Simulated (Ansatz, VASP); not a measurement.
**MgCd2Te3: VASP beside Ansatz**

```
CELL_PARAMETERS angstrom
-2.33040 2.33040 9.84085
2.33040 -2.33040 9.84085
2.33040 2.33040 -9.84085
ATOMIC_POSITIONS crystal
Mg 0.00000 0.00000 0.00000
Cd 0.33437 0.33437 0.00000
Cd 0.66563 0.66563 0.00000
Te 0.91918 0.41918 0.50000
Te 0.58082 0.08082 0.50000
Te 0.25000 0.75000 0.50000
```

Alike in both runs: functional PBE; k mesh 8 × 8 × 8; occupations gaussian, width 0.02 eV; no spin polarisation.

Ansatz relaxed the structure, and its values are those at the end. VASP's run is a single point on that final structure, the one shown.

```csv
,VASP,Ansatz
version,VASP 6.6.1,Ansatz 0.2.0
potentials or method,"VASP PAW PBE potentials, release 64 (Mg, Cd, Te), cutoff 520 eV","scalar-relativistic, plane waves, PAW"
valence electrons in the cell,44,98
```

|  | VASP | Ansatz | Ansatz less VASP |
| --- | --- | --- | --- |
| gap on the k mesh at the Fermi level (eV) | 1.10 | 1.10 | +0.004 |
| least direct gap on the mesh (eV) | 1.10 | 1.10 | +0.004 |
| pressure (GPa) | 0.1 | 0.0 | -0.07 |
| rms of the force components (eV/Å) | 0.007 | 0.001 | -0.0052 |

With one functional, cell and mesh, what is left measures potentials, basis and numerics. VASP's potentials hold 44 valence electrons a cell and Ansatz's 98, so a difference there can come from the potentials and not from the codes.

Spin-orbit coupling is off throughout.
